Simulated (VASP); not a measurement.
Runs of VASP 6.6.1 on Ge. The structure is that of space group I4_1/amd (No. 141), or close to it. The cells are those of the table. 

```csv
cell,gap on the mesh (eV),pressure (GPa)
"a = 3.794, b = 3.794, c = 3.907 Å, angles 59.0, 59.0, 62.0°, 2 atoms",none,(b)
"a = 3.716, b = 3.716, c = 3.827 Å, angles 59.0, 59.0, 62.0°, 2 atoms",none,19.1
"a = 3.921, b = 3.921, c = 3.677 Å, angles 62.0, 62.0, 55.9°, 2 atoms",none,10.5
"a = 3.766, b = 3.766, c = 3.987 Å, angles 58.0, 58.0, 63.9°, 2 atoms",none,(a)
"a = 3.818, b = 3.818, c = 4.147 Å, angles 57.1, 57.1, 65.8°, 2 atoms",none,3.9
```

Alike in all rows: task single point; level LDA; potentials or basis VASP PAW LDA potentials, release 64 (Ge_d); no spin polarisation; k mesh 16 × 16 × 16; cutoff (eV) 520; smearing gaussian 0.15 eV.

Q: Estimate the missing entries.

A: (a) 10.4; (b) 10.7.

A k mesh can miss the band edges, and the runs leave out spin-orbit coupling on Ge.

A gap of «none» marks levels without a gap at the run's occupations.
